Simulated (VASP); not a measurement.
A run of VASP 6.6.1:

File INCAR:

```
SYSTEM = YbN
PREC = Accurate
ENCUT = 600
EDIFF = 1E-6
ISMEAR = -1
SIGMA = 0.1
LREAL = .False.
LASPH = .True.
NELM = 200
ALGO = Normal
ISIF = 2
LWAVE = .False.
LCHARG = .False.
GGA = PE
NBANDS = 22
GGA_COMPAT = .False.
LMAXMIX = 6
```

KPOINTS

```
Automatic mesh
0
Gamma
  6 6 5
  0.5 0.5 0.5
```

File POSCAR:

```
YbN
1.0
    3.1490660000      0.0000000000      0.0000000000
    0.0000000000      3.1490660000      0.0000000000
    0.0000000000      0.0000000000      3.6331830000
N Yb
1 1
Direct
    0.0000000000      0.0000000000      0.0000000000
    0.5000000000      0.5000000000      0.5000000000
```

Potentials or basis: VASP PAW PBE potentials, release 64 (N, Yb).

The run is started by

```sh
$ cat potpaw_PBE.64/N/POTCAR potpaw_PBE.64/Yb/POTCAR > POTCAR
$ mpirun -np 1 vasp_std > vasp.out
```

Hardware: 1 thread of Intel(R) Xeon(R) Platinum 8488C (Sapphire Rapids), on a shared host.

Problem. How long does it take, and how much memory?

Solution. It took 40 s on 1 thread of Intel(R) Xeon(R) Platinum 8488C (Sapphire Rapids) (shared host), peak memory 0.18 GiB. Counts: scf iterations 25, k points 18.
